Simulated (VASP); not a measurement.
Runs of VASP 6.6.1 on Cd. It takes space group P6_3/mmc (No. 194, hexagonal). Conventional cell: a = 2.949 Å, b = 2.949 Å, c = 5.561 Å, α = 90.00°, β = 90.00°, γ = 120.00°. Within 3.9 Å of Cd (site symmetry -6m2) lie 12 Cd at 2.95 to 3.26 Å. 

```tsv
level	potentials or basis	cutoff (eV)	second run	gap on the mesh (eV)	pressure (GPa)
PBE	VASP PAW PBE potentials, release 64 (Cd)	520	-	none	5.3
RPBE	VASP PAW PBE potentials, release 64 (Cd_sv_GW)	540	valence_matched	none	5.3
RPBE	VASP PAW PBE potentials, release 64 (Cd)	520	-	none	(a)
PBE	VASP PAW PBE potentials, release 64 (Cd_sv_GW)	540	valence_matched	none	2.6
```

Alike in all rows: task single point; no spin polarisation; cell as given; k mesh 7 × 7 × 3; smearing fermi-dirac 0.1 eV.

Question: Estimate the missing entries.

Answer: (a) 8.1.

Caveats: all runs use coarse meshes; the PAW data sets were made with another functional, which shifts forces and pressure a little (some runs).

A k mesh can miss the band edges, and the runs leave out spin-orbit coupling on Cd.

A gap of «none» marks levels without a gap at the run's occupations.

The runs don't all hold the same shells in valence.
